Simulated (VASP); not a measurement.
# ZnS (P1) in VASP: a series of runs

The runs below take ZnS through single point, with r2SCAN.

All numbers are computed with VASP 6.6.1; they aren't measurements. Logs are shortened: lines on timing, memory, paths and dates and some standing lists are left out, and cuts for length are marked.

### 1 The cell of the first run

The typed cell holds 4 atoms: a = 3.811 Å, b = 3.811 Å, c = 6.234 Å, α = 90.00°, β = 90.00°, γ = 120.00°.

### 2 Single point, r2SCAN (all S atoms moved -0.150 Å, as atom 3 along Cartesian [1 1 1])

POSCAR

```
ZnS
1.0
    3.8109987816      0.0000000000      0.0000000000
   -1.9054993908      3.3004217586      0.0000000000
    0.0000000000      0.0000000000      6.2340000000
Zn S
2 2
Direct
    0.3333333333      0.6666666667      0.0000000000
    0.6666666667      0.3333333333      0.5000000000
    0.2974890447      0.6404268262      0.3711080301
    0.6308223780      0.3070934929      0.8711080301
```

INCAR.step1

```
  PREC = Accurate
  ENCUT = 520
  ISMEAR = 0
  SIGMA = 0.05
  LREAL = False
  LASPH = True
  NELM = 60
  NBANDS = 26
  GGA = PE
  ALGO = Normal
  EDIFF = 1E-4
  LWAVE = True
  LCHARG = False
```

INCAR.step2

```
  PREC = Accurate
  ENCUT = 520
  EDIFF = 1E-6
  ISMEAR = 0
  SIGMA = 0.05
  LREAL = False
  LASPH = True
  NELM = 60
  ALGO = Normal
  ISIF = 2
  LWAVE = False
  LCHARG = False
  METAGGA = R2SCAN
  LMIXTAU = True
  NBANDS = 26
  ISTART = 1
```

KPOINTS

```
Automatic mesh
0
Gamma
  6 6 4
```

Potentials or basis: VASP PAW PBE potentials, release 64 (Zn, S).

Command:

```sh
cat potpaw_PBE.64/Zn/POTCAR potpaw_PBE.64/S/POTCAR > POTCAR
cp INCAR.step1 INCAR
mpirun -np 1 vasp_std > vasp.out
cp INCAR.step2 INCAR
mpirun -np 1 vasp_std > vasp.out
```

OUTCAR:

```text
PREC = Accurate
   ENCUT = 520
   EDIFF = 1E-6
   ISMEAR = 0
   LREAL = False
   LASPH = True
   NELM = 60
   ISIF = 2
   METAGGA = R2SCAN
   ISTART = 1

 ion  position               nearest neighbor table
   1  0.333  0.667  0.000-   4 2.26   4 2.32   3 2.32   4 2.45
   2  0.667  0.333  0.500-   3 2.23   4 2.32   3 2.38   3 2.43
   3  0.297  0.640  0.371-   2 2.23   1 2.32   2 2.38   2 2.43
   4  0.631  0.307  0.871-   1 2.26   1 2.32   2 2.32   1 2.45

  LATTYP: Found a hexagonal cell.
 ALAT       =     3.8109987816
 C/A-ratio  =     1.6357916539

  Lattice vectors:

 A1 = (   3.8109987816,   0.0000000000,   0.0000000000)
 A2 = (  -1.9054993908,   3.3004217586,   0.0000000000)
 A3 = (   0.0000000000,   0.0000000000,   6.2340000000)

Analysis of symmetry for initial positions (statically):
=====================================================================
 Subroutine PRICEL returns:
 Original cell was already a primitive cell.

 Routine SETGRP: Setting up the symmetry group for a
 hexagonal supercell.

 Subroutine GETGRP returns: Found  1 space group operations
 (whereof  1 operations were pure point group operations)
 out of a pool of 24 trial point group operations.

The static configuration has the point symmetry C_1 .

Analysis of symmetry for dynamics (positions and initial velocities):
=====================================================================
 Subroutine PRICEL returns:
 Original cell was already a primitive cell.

 Routine SETGRP: Setting up the symmetry group for a
 hexagonal supercell.

 Subroutine GETGRP returns: Found  1 space group operations
 (whereof  1 operations were pure point group operations)
 out of a pool of 24 trial point group operations.

The dynamic configuration has the point symmetry C_1 .

 Subroutine INISYM returns: Found  1 space group operations
 (whereof  1 operations are pure point group operations),
 and found     1 'primitive' translations

----------------------------------------------------------------------------------------

                                     Primitive cell

  volume of cell :      78.4106

  direct lattice vectors                    reciprocal lattice vectors
     3.810998782  0.000000000  0.000000000     0.262398405  0.151495789  0.000000000
    -1.905499391  3.300421759  0.000000000     0.000000000  0.302991579  0.000000000
[... 82 lines left out ...]
   ICHARG =      0    charge: 1-file 2-atom 10-const
   ISPIN  =      1    spin polarized calculation?
   LNONCOLLINEAR =      F non collinear calculations
   LSORBIT =      F    spin-orbit coupling
   LASPH  =      T    aspherical Exc in radial PAW
   ENCUT  =  520.0 eV  38.22 Ry    6.18 a.u.   7.09  7.09 11.59*2*pi/ulx,y,z
   NELM   =     60;   NELMIN=  2; NELMDL=  0     # of ELM steps
   EDIFF  = 0.1E-05   stopping-criterion for ELM
   LREAL  =      F    real-space projection
   EDIFFG = 0.1E-04   stopping-criterion for IOM
   NSW    =      0    number of steps for IOM
   IBRION =     -1    ionic relax: 0-MD 1-quasi-New 2-CG
   NFREE  =      0    steps in history (QN), initial steepest desc. (CG)
   ISIF   =      2    stress and relaxation
   ISYM   =      2    0-nonsym 1-usesym 2-fastsym
   POTIM  = 0.5000    time-step for ionic-motion
   TEBEG  =    0.0;   TEEND  =   0.0 temperature during run
   PSTRESS=    0.0 pullay stress
   NELECT =      36.0000    total number of electrons
   NUPDOWN=      -1.0000    fix difference up-down
   EMIN   =  10.00;   EMAX   =-10.00  energy-range for DOS
   EFERMI =   0.00;   METHOD = LEGACY
   ISMEAR =     0;   SIGMA  =   0.05  broadening in eV -4-tet -1-fermi 0-gaus
   EFERMI_NEDOS =   21; number of points for ismear=-14 and -15
   IALGO  =     38    algorithm
   IMIX   =      4    mixing-type and parameters
     AMIX     =   0.40;   BMIX     =  1.00
     AMIX_MAG =   1.60;   BMIX_MAG =  1.00
  volume/ion in A,a.u.               =      19.60       132.29
  Fermi-wavevector in a.u.,A,eV,Ry     =   1.262944  2.386617 21.701656  1.595027
  Thomas-Fermi vector in A             =   2.396326
   LORBIT       =      0    0 simple, 1 ext, 2 COOP (PROOUT), +10 PAW based schemes
   METAGGA = R2SCAN    functional components
   LHFCALC =     F    Hartree Fock is set to
   AEXX    =    0.0000 exact exchange contribution
   IVDW    =     0    specifies the selected vdW correction
   LEPSILON=     F    determine dielectric tensor
   LRPA    =     F    only Hartree local field effects (RPA)
 non-spin polarized calculation
 Gauss-broadening in eV      SIGMA  =   0.05
  energy-cutoff  :      520.00
  volume of cell :       78.41
 maximum number of plane-waves:      2133
   NGX = 15   NGY = 15   NGZ = 23

 number of electron      35.9999975 magnetization

 Free energy of the ion-electron system (eV)
  ---------------------------------------------------
  ext. energy  EPLUGINS =         0.00000000
  ---------------------------------------------------
  free energy    TOTEN  =       -37.63129555 eV

  energy without entropy =      -37.63129555  energy(sigma->0) =      -37.63129555

 E-fermi :   2.2301     XC(G=0): -10.3075

 val. band max:        1.9480745869   @ k =   0.0000   0.0000   0.0000
 cond. band min:       4.7014167750   @ k =   0.0000   0.0000   0.0000
 fundamental gap:      2.7533421881
 Fermi energy:         2.2301224512

 k-point     1 :       0.0000    0.0000    0.0000
  band No.  band energies     occupation
      1     -11.8496      2.00000
      2     -10.8772      2.00000
      3      -4.7107      2.00000
      4      -4.6500      2.00000
      5      -4.6128      2.00000
      6      -4.5208      2.00000
[... 685 lines left out ...]
     25      10.6661      0.00000
     26      10.9101      0.00000

 [... further k-points ...]
[... 5 lines left out ...]
  --------------------------------------------------------------------------------------
  -------------------------------------------------------------------------------------
  Total        0.1718961      0.1677511      0.4724398      0.1729672     -0.6324921     -0.6326963
  in kB        3.5123815      3.4276853      9.6534380      3.5342670    -12.9238129    -12.9279856
  external PRESSURE =       5.5311682 kB  Pullay stress =       0.0000000 kB

 VOLUME and BASIS-vectors are now :
 -----------------------------------------------------------------------------
  energy-cutoff  :      520.00
  volume of cell :       78.41
      direct lattice vectors                 reciprocal lattice vectors
     3.810998782  0.000000000  0.000000000     0.262398405  0.151495789  0.000000000
    -1.905499391  3.300421759  0.000000000     0.000000000  0.302991579  0.000000000
     0.000000000  0.000000000  6.234000000     0.000000000  0.000000000  0.160410651

 POSITION                                       TOTAL-FORCE (eV/Angst)
 -----------------------------------------------------------------------------------
     -0.00000      2.20028      0.00000        -0.369792     -0.503633     -0.049465
      1.90550      1.10014      3.11700        -0.638786     -0.504651     -0.031361
     -0.08660      2.11368      2.31349         0.651938      0.504415      0.032689
      1.81890      1.01354      5.43049         0.356640      0.503869      0.048137
 -----------------------------------------------------------------------------------
    total drift:                                0.003674      0.003885     -0.018045

  FREE ENERGIE OF THE ION-ELECTRON SYSTEM (eV)
  ---------------------------------------------------
  free  energy   TOTEN  =       -37.6312955469 eV

  energy  without entropy=      -37.6312955469  energy(sigma->0) =      -37.63129555
```

It took 9.8 min on 1 thread of AMD EPYC 7R13, shared host; peak memory 0.25 GiB.

Results:

```yaml
Free_energy: -37.6313 eV
Pressure: 0.6 GPa
Largest_force: 0.825 eV/Å
Band_gap_on_the_k_mesh: 2.75 eV, direct
```

Forces on the atoms (eV/Å):
```
Zn  -0.370 -0.504 -0.049
Zn  -0.639 -0.505 -0.031
S    0.652  0.504  0.033
S    0.357  0.504  0.048
```

Stress tensor (GPa, compression positive):
```
 0.35  0.35 -1.29
 0.35  0.34 -1.29
-1.29 -1.29  0.97
```

Caveat: the cell differs from its parent crystal (all S atoms moved -0.150 Å, as atom 3 along Cartesian [1 1 1]); the PAW data sets were made with another functional, which shifts forces and pressure a little.

### 3 Single point, r2SCAN (all S atoms moved +0.075 Å, as atom 3 along Cartesian [1 1 1])

POSCAR: that of step 2 with these lines changed.

```diff
@@ -10,3 +10,3 @@
     0.6666666667      0.3333333333      0.5000000000
-    0.2974890447      0.6404268262      0.3711080301
-    0.6308223780      0.3070934929      0.8711080301
+    0.3512554777      0.6797865869      0.3919459850
+    0.6845888110      0.3464532536      0.8919459850
```

INCAR.step1

```
ALGO     = Normal         # electronic algorithm
EDIFF    = 1E-4           # SCF threshold, eV
ENCUT    = 520            # plane-wave cutoff, eV
GGA      = PE             # functional
ISMEAR   = 0              # smearing method
LASPH    = T              # aspherical terms in the spheres
LCHARG   = F              # write CHGCAR
LREAL    = F              # projectors in reciprocal space
LWAVE    = T              # write WAVECAR
NBANDS   = 26             # bands
NELM     = 80             # most SCF steps
PREC     = Accurate       # precision mode
SIGMA    = 0.05           # smearing width, eV
```

INCAR.step2

```
ALGO     = Normal         # electronic algorithm
EDIFF    = 1E-6           # SCF threshold, eV
ENCUT    = 520            # plane-wave cutoff, eV
ISIF     = 2              # what is computed and relaxed
ISMEAR   = 0              # smearing method
ISTART   = 1            
LASPH    = T              # aspherical terms in the spheres
LCHARG   = T              # write CHGCAR
LELF     = T              # ELF
LMIXTAU  = T            
LREAL    = F              # projectors in reciprocal space
LVHAR    = T            
LWAVE    = F              # write WAVECAR
METAGGA  = R2SCAN         # meta-GGA
NBANDS   = 26             # bands
NELM     = 80             # most SCF steps
PREC     = Accurate       # precision mode
SIGMA    = 0.05           # smearing width, eV
```

KPOINTS

```
k-points
0
Gamma
  6 6 4
```

Potentials or basis: VASP PAW PBE potentials, release 64 (Zn, S).

Command:

```sh
cat potpaw_PBE.64/Zn/POTCAR potpaw_PBE.64/S/POTCAR > POTCAR
cp INCAR.step1 INCAR
mpirun -np 1 vasp_std > vasp.out
cp INCAR.step2 INCAR
mpirun -np 1 vasp_std > vasp.out
```

It took 13 min on 1 thread of AMD EPYC 7R13, shared host; peak memory 0.25 GiB.

It converged, with:

```
Free energy            : -37.6367 eV
Pressure               : 0.6 GPa
Largest force          : 0.706 eV/Å
Band gap on the k mesh : 2.81 eV, direct
```

Forces on the atoms (eV/Å):
```
Zn   0.367  0.322  0.509
Zn   0.278  0.323  0.506
S   -0.276 -0.323 -0.507
S   -0.369 -0.322 -0.509
```

Stress tensor (GPa, compression positive):
```
 1.72  0.11  0.67
 0.11  1.72  0.67
 0.67  0.67 -1.61
```

Levels at points of the mesh, in eV from the valence-band top:
```
           k point  band 14  band 15  band 16  band 17  band 18  band 19  band 20  band 21  band 22  band 23
(0.00, 0.00, 0.00)    -0.90    -0.90    -0.06    -0.05     0.00     2.81     3.41     6.73     6.74     7.11
(0.50, 0.00, 0.00)    -4.35    -3.17    -2.35    -1.55    -1.11     3.92     4.76     5.51     7.72     7.95
(0.00, 0.50, 0.00)    -4.36    -3.17    -2.35    -1.55    -1.10     3.92     4.75     5.50     7.72     7.95
(0.50, 0.50, 0.00)    -4.37    -3.18    -2.34    -1.56    -1.09     3.92     4.75     5.49     7.72     7.95
(0.00, 0.00, 0.50)    -2.76    -0.58    -0.58    -0.40    -0.40     3.99     3.99     7.01     7.01     7.28
(0.50, 0.00, 0.50)    -4.94    -1.79    -1.76    -1.58    -1.49     3.93     4.13     5.37     5.60     9.60
(0.00, 0.50, 0.50)    -4.96    -1.80    -1.77    -1.56    -1.49     3.95     4.10     5.40     5.57     9.61
(0.50, 0.50, 0.50)    -5.00    -1.80    -1.79    -1.53    -1.50     4.00     4.05     5.45     5.51     9.64
```

Caveat: the cell differs from its parent crystal (all S atoms moved +0.075 Å, as atom 3 along Cartesian [1 1 1]); the PAW data sets were made with another functional, which shifts forces and pressure a little.
